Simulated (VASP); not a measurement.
Runs of VASP 6.6.1 on Ta2S3. The structure is that of space group Pm-3m (No. 221), or close to it. The cells are those of the table. 

```tsv
task	cell	k mesh	cutoff (eV)	gap on the mesh (eV)	pressure (GPa)	moment (μB)
single point	a = 4.728 Å, 5 atoms	8 × 8 × 8	520	none	0.0	3.10
single point	a = 4.243 Å, 5 atoms	4 × 4 × 4	520	none	61.8	0.00
single point	a = 4.736 Å, 5 atoms	4 × 4 × 4	520	none	-2.2	(a)
relaxation of cell and atoms	relaxed from a = 4.243 Å, 5 atoms	4 × 4 × 4	600	none	0.0	0.00
```

Alike in all rows: level PBE; potentials or basis VASP PAW PBE potentials, release 64 (Ta_pv, S); spin collinear, ferromagnetic start; smearing gaussian 0.1 eV.

Q: Fill in the values left out.

A: (a) 0.08.

Caveats: some runs use coarse meshes; spin-orbit coupling is left out, which moves the levels of the heavy elements.

A k mesh can miss the band edges, and the runs leave out spin-orbit coupling on Ta.

A gap of «none» marks levels without a gap at the run's occupations.
